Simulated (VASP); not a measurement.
# LiPdF3 (P6_3/mmc) in VASP: further runs, part 2 of 2

VASP 6.6.1. Earlier steps stand in the parts before.

**3. Relaxation of cell and atoms, PBEsol**

This run uses another cell than the first one, of 11.44 Å³/atom.

INCAR

```
SYSTEM = LiPdF3
PREC = Accurate
ENCUT = 600
EDIFF = 1E-7
ISMEAR = -1
SIGMA = 0.03
LREAL = .FALSE.
LASPH = .TRUE.
NELM = 60
ALGO = Normal
ISIF = 3
LWAVE = .FALSE.
LCHARG = .FALSE.
GGA = PS
IBRION = 2
NSW = 100
EDIFFG = -0.01
```

KPOINTS

```
Automatic mesh
0
G
  6 6 6
  0 0 0
```

POSCAR

```
LiPdF3
1.0
    5.2927665600      0.0000000000      0.0000000000
   -2.6463832800      4.5836703000      0.0000000000
    0.0000000000      0.0000000000      4.7149653400
Li Pd F
2 2 6
Direct
    0.6666666700      0.3333333300      0.2500000000
    0.3333333300      0.6666666700      0.7500000000
    0.0000000000      0.0000000000      0.5000000000
    0.0000000000      0.0000000000      0.0000000000
    0.3257619000      0.1628809500      0.7500000000
    0.6742381000      0.8371190500      0.2500000000
    0.8371190500      0.1628809500      0.7500000000
    0.1628809500      0.8371190500      0.2500000000
    0.8371190500      0.6742381000      0.7500000000
    0.1628809500      0.3257619000      0.2500000000
```

Potentials or basis: VASP PAW PBE potentials, release 64 (Li_sv, Pd, F).

Run with:

```sh
$ cat potpaw_PBE.64/Li_sv/POTCAR potpaw_PBE.64/Pd/POTCAR potpaw_PBE.64/F/POTCAR > POTCAR
$ mpirun -np 1 vasp_std > vasp.out
```

OUTCAR:

```text
SYSTEM = LiPdF3
   PREC = Accurate
   ENCUT = 600
   EDIFF = 1E-7
   ISMEAR = -1
   LREAL = .FALSE.
   LASPH = .TRUE.
   NELM = 60
   ISIF = 3
   GGA = PS
   IBRION = 2
   NSW = 100
   EDIFFG = -0.01

 ion  position               nearest neighbor table
   1  0.667  0.333  0.250-
   2  0.333  0.667  0.750-
   3  0.000  0.000  0.500-   5 1.90   6 1.90   7 1.90   8 1.90   9 1.90  10 1.90   4 2.36   4 2.36

   4  0.000  0.000  0.000-   5 1.90   6 1.90   7 1.90   8 1.90   9 1.90  10 1.90   3 2.36   3 2.36

   5  0.326  0.163  0.750-   3 1.90   4 1.90
   6  0.674  0.837  0.250-   3 1.90   4 1.90
   7  0.837  0.163  0.750-   3 1.90   4 1.90
   8  0.163  0.837  0.250-   3 1.90   4 1.90
   9  0.837  0.674  0.750-   3 1.90   4 1.90
  10  0.163  0.326  0.250-   3 1.90   4 1.90

  LATTYP: Found a hexagonal cell.
 ALAT       =     5.2927665600
 C/A-ratio  =     0.8908319093

  Lattice vectors:

 A1 = (   5.2927665600,   0.0000000000,   0.0000000000)
 A2 = (  -2.6463832800,   4.5836703000,   0.0000000000)
 A3 = (   0.0000000000,   0.0000000000,   4.7149653400)

Analysis of symmetry for initial positions (statically):
=====================================================================
 Subroutine PRICEL returns:
 Original cell was already a primitive cell.

 Routine SETGRP: Setting up the symmetry group for a
 hexagonal supercell.

 Subroutine GETGRP returns: Found 24 space group operations
 (whereof 12 operations were pure point group operations)
 out of a pool of 24 trial point group operations.

The static configuration has the point symmetry D_3d.
 The point group associated with its full space group is D_6h.

Analysis of symmetry for dynamics (positions and initial velocities):
=====================================================================
 Subroutine PRICEL returns:
 Original cell was already a primitive cell.

 Routine SETGRP: Setting up the symmetry group for a
 hexagonal supercell.

 Subroutine GETGRP returns: Found 24 space group operations
 (whereof 12 operations were pure point group operations)
 out of a pool of 24 trial point group operations.

The dynamic configuration has the point symmetry D_3d.
 The point group associated with its full space group is D_6h.

 Subroutine INISYM returns: Found 24 space group operations
 (whereof 12 operations are pure point group operations),
 and found     1 'primitive' translations

----------------------------------------------------------------------------------------

                                     Primitive cell

  volume of cell :     114.3865

  direct lattice vectors                    reciprocal lattice vectors
     5.292766560  0.000000000  0.000000000     0.188937107  0.109082889  0.000000000
    -2.646383280  4.583670300  0.000000000     0.000000000  0.218165779  0.000000000
     0.000000000  0.000000000  4.714965340     0.000000000  0.000000000  0.212090636

  length of vectors
     5.292766560  5.292766562  4.714965340     0.218165779  0.218165779  0.212090636

  position of ions in fractional coordinates (direct lattice)
     0.666666670  0.333333330  0.250000000
     0.333333330  0.666666670  0.750000000
     0.000000000  0.000000000  0.500000000
     0.000000000  0.000000000  0.000000000
     0.325761900  0.162880950  0.750000000
     0.674238100  0.837119050  0.250000000
     0.837119050  0.162880950  0.750000000
     0.162880950  0.837119050  0.250000000
     0.837119050  0.674238100  0.750000000
     0.162880950  0.325761900  0.250000000

  ion indices of the primitive-cell ions
   primitive index   ion index
                 1           1
                 2           2
                 3           3
                 4           4
                 5           5
                 6           6
                 7           7
                 8           8
                 9           9
                10          10

----------------------------------------------------------------------------------------

 KPOINTS: Automatic mesh

Automatic generation of k-mesh.
 Grid dimensions read from file:
 generate k-points for:    6    6    6

 Generating k-lattice:

  Cartesian coordinates                     Fractional coordinates (reciprocal lattice)
     0.031489518  0.018180482  0.000000000     0.166666667  0.000000000  0.000000000
     0.000000000  0.036360963  0.000000000     0.000000000  0.166666667  0.000000000
     0.000000000  0.000000000  0.035348439     0.000000000  0.000000000  0.166666667

  Length of vectors
     0.036360963  0.036360963  0.035348439

  Shift w.r.t. Gamma in fractional coordinates (k-lattice)
     0.000000000  0.000000000  0.000000000

 Subroutine IBZKPT returns following result:
 ===========================================

 Found     28 irreducible k-points:

 Following reciprocal coordinates:
            Coordinates               Weight
  0.000000  0.000000  0.000000      1.000000
  0.166667  0.000000  0.000000      6.000000
  0.333333  0.000000  0.000000      6.000000
  0.500000  0.000000  0.000000      3.000000
  0.166667  0.166667  0.000000      6.000000
  0.333333  0.166667  0.000000     12.000000
[... 16 lines left out ...]
  0.166667  0.000000  0.500000      6.000000
  0.333333  0.000000  0.500000      6.000000
 [... further k-points ...]
   k-points           NKPTS =     28   k-points in BZ     NKDIM =     28   number of bands    NBANDS=     40
   number of dos      NEDOS =    301   number of ions     NIONS =     10
   total plane-waves  NPLWV =  70560
   dimension x,y,z NGX =    42 NGY =   42 NGZ =   40
   dimension x,y,z NGXF=    84 NGYF=   84 NGZF=   80
   ions per type =               2   2   6
   NGX,Y,Z   is equivalent  to a cutoff of  13.19, 13.19, 14.10 a.u.
   NGXF,Y,Z  is equivalent  to a cutoff of  26.38, 26.38, 28.21 a.u.
 SYSTEM =  LiPdF3
   PREC   = accura    normal or accurate (medium, high low for compatibility)
   ISTART =      0    job   : 0-new  1-cont  2-samecut
   ICHARG =      2    charge: 1-file 2-atom 10-const
   ISPIN  =      1    spin polarized calculation?
   LNONCOLLINEAR =      F non collinear calculations
   LSORBIT =      F    spin-orbit coupling
   LASPH  =      T    aspherical Exc in radial PAW
   ENCUT  =  600.0 eV  44.10 Ry    6.64 a.u.  10.57 10.57  9.42*2*pi/ulx,y,z
   NELM   =     60;   NELMIN=  2; NELMDL= -5     # of ELM steps
   EDIFF  = 0.1E-06   stopping-criterion for ELM
   LREAL  =      F    real-space projection
   EDIFFG = -.1E-01   stopping-criterion for IOM
   NSW    =    100    number of steps for IOM
   IBRION =      2    ionic relax: 0-MD 1-quasi-New 2-CG
   NFREE  =      1    steps in history (QN), initial steepest desc. (CG)
   ISIF   =      3    stress and relaxation
   ISYM   =      2    0-nonsym 1-usesym 2-fastsym
   POTIM  = 0.5000    time-step for ionic-motion
   TEBEG  =    0.0;   TEEND  =   0.0 temperature during run
   PSTRESS=    0.0 pullay stress
   NELECT =      68.0000    total number of electrons
   NUPDOWN=      -1.0000    fix difference up-down
   EMIN   =  10.00;   EMAX   =-10.00  energy-range for DOS
   EFERMI =   0.00;   METHOD = LEGACY
   ISMEAR =    -1;   SIGMA  =   0.03  broadening in eV -4-tet -1-fermi 0-gaus
   EFERMI_NEDOS =   21; number of points for ismear=-14 and -15
   IALGO  =     38    algorithm
   IMIX   =      4    mixing-type and parameters
     AMIX     =   0.40;   BMIX     =  1.00
     AMIX_MAG =   1.60;   BMIX_MAG =  1.00
  volume/ion in A,a.u.               =      11.44        77.19
  Fermi-wavevector in a.u.,A,eV,Ry     =   1.376532  2.601268 25.780862  1.894840
  Thomas-Fermi vector in A             =   2.501768
   LORBIT       =      0    0 simple, 1 ext, 2 COOP (PROOUT), +10 PAW based schemes
   GGA     = PS    functional components
   LHFCALC =     F    Hartree Fock is set to
   AEXX    =    0.0000 exact exchange contribution
   IVDW    =     0    specifies the selected vdW correction
   LEPSILON=     F    determine dielectric tensor
   LRPA    =     F    only Hartree local field effects (RPA)
 conjugate gradient relaxation of ions
 non-spin polarized calculation
  energy-cutoff  :      600.00
  volume of cell :      114.39
 maximum number of plane-waves:      3847
   NGX = 21   NGY = 21   NGZ = 19

--------------------------------------- Ionic step        1  -------------------------------------------

 number of electron      68.0000000 magnetization

 Free energy of the ion-electron system (eV)
  ---------------------------------------------------
  ext. energy  EPLUGINS =         0.00000000
  ---------------------------------------------------
  free energy    TOTEN  =       -33.68983797 eV

  energy without entropy =      -33.64188092  energy(sigma->0) =      -33.66585945

 E-fermi :   5.7332     XC(G=0): -10.0275

 val. band max:        5.7317336314   @ k =   0.3333   0.3333   0.5000
 cond. band min:       5.7358640629   @ k =   0.3333   0.1667   0.0000
 fundamental gap:      0.0041304315
 Fermi energy:         5.7332066328
[... 2198 lines left out ...]
  FREE ENERGIE OF THE ION-ELECTRON SYSTEM (eV)
  ---------------------------------------------------
  free  energy   TOTEN  =       -40.2608195911 eV

  energy  without entropy=      -40.1996975724  energy(sigma->0) =      -40.23025858

[... ionic steps 4 to 15 ...]

--------------------------------------- Ionic step       16  -------------------------------------------

 number of electron      68.0000018 magnetization

------------------------ aborting loop because EDIFF is reached ----------------------------------------
[... 83 lines left out ...]
--------------------------------------- Ionic step       18  -------------------------------------------

 number of electron      68.0000022 magnetization

 Free energy of the ion-electron system (eV)
  ---------------------------------------------------
  ext. energy  EPLUGINS =         0.00000000
  ---------------------------------------------------
  free energy    TOTEN  =       -40.71240892 eV

  energy without entropy =      -40.65163558  energy(sigma->0) =      -40.68202225

 E-fermi :   2.3054     XC(G=0):  -9.2035

 val. band max:        2.3024191733   @ k =   0.1667   0.0000   0.0000
 cond. band min:       2.3063478481   @ k =   0.1667   0.1667   0.0000
 fundamental gap:      0.0039286747
 Fermi energy:         2.3054329708
[... 1069 lines left out ...]
  FREE ENERGIE OF THE ION-ELECTRON SYSTEM (eV)
  ---------------------------------------------------
  free  energy   TOTEN  =       -40.7124089171 eV

  energy  without entropy=      -40.6516355838  energy(sigma->0) =      -40.68202225

 reached required accuracy - stopping structural energy minimisation
```

Run time: 16 min. Hardware: 1 thread of Intel Xeon 6975P-C (Granite Rapids), shared host; peak memory 0.35 GiB.

Results:

| Item | Value |
| --- | --- |
| Free energy | -40.7124 eV |
| Relaxed volume | 13.77 Å³/atom |
| Relaxed cell | a = 5.131 Å, b = 5.131 Å, c = 6.040 Å, α = 90.00°, β = 90.00°, γ = 120.00° |
| Space group after relaxing (to 0.1 Å) | P6_3/mmc (No. 194) |
| Energy gained by relaxing | 702.3 meV/atom |
| Ionic steps | 18 |
| Pressure after relaxing | 0.0 GPa |
| Largest force after relaxing | 0.010 eV/Å |
| Band gap on the k mesh | zero (bands 34 and 35 overlap by 0.12 eV) |

Forces in eV/Å, atoms in the order of the input:
```
Li   0.000  0.000  0.000
Li   0.000  0.000  0.000
Pd   0.000  0.000  0.000
Pd   0.000  0.000  0.000
F    0.009  0.005  0.000
F   -0.009 -0.005  0.000
F   -0.009  0.005  0.000
F    0.009 -0.005  0.000
F    0.000 -0.010  0.000
F    0.000  0.010  0.000
```

Step by step:
| step | energy change (eV) | largest force (eV/Å) | pressure (GPa) | volume (Å³) |
| --- | --- | --- | --- | --- |
| 1 | 0.0000 | 7.1939 | 55.93 | 114.39 |
| 2 | -0.8188 | 2.2718 | -16.49 | 193.32 |
| 3 | -6.5710 | 0.5652 | -3.23 | 144.79 |
| 4 | -6.6217 | 0.3581 | -1.76 | 142.79 |
| 5 | -6.6398 | 0.1241 | -0.08 | 140.75 |
| 6 | -6.6384 | 0.1909 | -0.56 | 141.31 |
| 7 | -6.6949 | 0.2184 | -0.55 | 141.14 |
| 8 | -6.8298 | 0.1943 | -0.56 | 140.46 |
| 9 | -6.9676 | 0.2690 | -0.87 | 138.39 |
| 10 | -6.9830 | 0.3493 | -1.21 | 137.33 |
| 11 | -6.9497 | 0.3941 | 4.33 | 132.52 |
| 12 | -7.0068 | 0.0751 | 0.81 | 135.39 |
| 13 | -7.0197 | 0.0332 | 0.25 | 136.98 |
| 14 | -7.0222 | 0.0051 | -0.13 | 138.05 |
| 15 | -7.0222 | 0.0066 | -0.12 | 137.99 |
| 16 | -7.0224 | 0.0243 | 0.10 | 137.73 |
| 17 | -7.0224 | 0.0155 | 0.04 | 137.80 |
| 18 | -7.0226 | 0.0100 | 0.00 | 137.73 |

Final structure:
```cif
data_structure
_symmetry_space_group_name_H-M 'P 1'
_symmetry_Int_Tables_number 1
_cell_length_a 5.1314
_cell_length_b 5.1314
_cell_length_c 6.0398
_cell_angle_alpha 90.000
_cell_angle_beta 90.000
_cell_angle_gamma 120.000
_cell_volume 137.73
loop_
_atom_site_label
_atom_site_type_symbol
_atom_site_fract_x
_atom_site_fract_y
_atom_site_fract_z
_atom_site_occupancy
Li1 Li 0.66667 0.33333 0.25000 1
Li2 Li 0.33333 0.66667 0.75000 1
Pd1 Pd 0.00000 0.00000 0.50000 1
Pd2 Pd 0.00000 0.00000 0.00000 1
F1 F 0.33715 0.16858 0.75000 1
F2 F 0.66284 0.83142 0.25000 1
F3 F 0.83142 0.16858 0.75000 1
F4 F 0.16858 0.83142 0.25000 1
F5 F 0.83142 0.66284 0.75000 1
F6 F 0.16858 0.33716 0.25000 1
```

Caveat: the cutoff is under 1.25 times the usual one of these potentials, so pressure, stress and relaxed cells hold a basis-set (Pulay) error; the volume moved by over 15 % at a fixed basis, so the end points are rough; the PAW data sets were made with another functional, which shifts forces and pressure a little.
